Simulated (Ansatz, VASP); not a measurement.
# One calculation of BaTiO3, two programs

The input INCAR:

```
  ALGO = Normal
  EDIFF = 1E-6
  ENCUT = 520
  GGA = PE
  ISIF = 2
  ISMEAR = 0
  LASPH = True
  LCHARG = True
  LDAU = True
  LDAUJ = 0 0 0
  LDAUL = -1 2 -1
  LDAUPRINT = 1
  LDAUTYPE = 2
  LDAUU = 0 4 0
  LELF = True
  LMAXMIX = 4
  LREAL = False
  LVHAR = True
  LWAVE = False
  NBANDS = 28
  NELM = 150
  PREC = Accurate
  SIGMA = 0.05
```

KPOINTS

```
k-points
0
Gamma
  8 8 8
```

POSCAR

```
BaTiO3
1.0
    3.9954120776      0.0000000000      0.0000000000
    0.0000000000      3.9954120776      0.0000000000
    0.0000000000      0.0000000000      3.9954120776
Ba Ti O
1 1 3
Direct
    0.5001142594      0.5000000000      0.5000000000
    0.0042288083      0.0000000000      0.0000000000
    0.4931245915      0.0000000000      0.0000000000
   -0.0033786990      0.5000000000      0.0000000000
   -0.0033786990      0.0000000000      0.5000000000
```

Input for Ansatz:

```yaml
crystal:
  lattice:
    - [3.9954120776, 0.0, 0.0]
    - [0.0, 3.9954120776, 0.0]
    - [0.0, 0.0, 3.9954120776]
  atoms:
    - { symbol: Ba, position: [0.5001142594, 0.5, 0.5] }
    - { symbol: Ti, position: [0.0042288083, 0.0, 0.0] }
    - { symbol: O, position: [0.4931245915, 0.0, 0.0] }
    - { symbol: O, position: [-0.003378699, 0.5, 0.0] }
    - { symbol: O, position: [-0.003378699, 0.0, 0.5] }
basis:
  ecutwfc: 520.0
kpoints:
  mp_grid: { grid: [8, 8, 8] }
hamiltonian:
  xc: pbe
  pseudopotentials: { kind: paw, azcp: { folder: soft_1 } }
  hubbard: { sites: [{ species: Ti, l: d, u_eff: 4.0 }] }
scf:
  occupations: { method: gaussian, width: 0.05 }
output:
  forces: true
  stress: true
  eigenvalues: true
```

Change from the starting cell: mode 1 frozen in at -0.028 Å, equal normal strain along x, y and z -0.0083.

Alike in both runs: task single point; functional PBE; k mesh 8 × 8 × 8; occupations gaussian, width 0.05 eV; no spin polarisation; Hubbard terms Ti d U = 4.0 eV.

|  | VASP | Ansatz |
| --- | --- | --- |
| version | VASP 6.6.1 | Ansatz 0.2.0 |
| potentials or method | VASP PAW PBE potentials, release 64 (Ba_sv, Ti_sv, O), cutoff 520 eV | scalar-relativistic, plane waves, PAW |
| valence electrons in the cell | 40 | 40 |

|  | VASP | Ansatz | Ansatz less VASP |
| --- | --- | --- | --- |
| gap on the k mesh at the Fermi level (eV) | 2.23 | 2.29 | +0.054 |
| least direct gap on the mesh (eV) | 2.43 | 2.44 | +0.011 |
| pressure (GPa) | 8.2 | 4.4 | -3.85 |
| traceless stress, the component that is largest in VASP (GPa) | 0.22 | 0.17 | -0.046 |
| rms of the force components (eV/Å) | 0.058 | 0.013 | -0.0449 |

The programs project onto different local orbitals, so the same U acts differently, and such runs can settle in different states. Atom by atom the forces differ by 0.055 eV/Å (rms over components).

Spin-orbit coupling is off throughout.
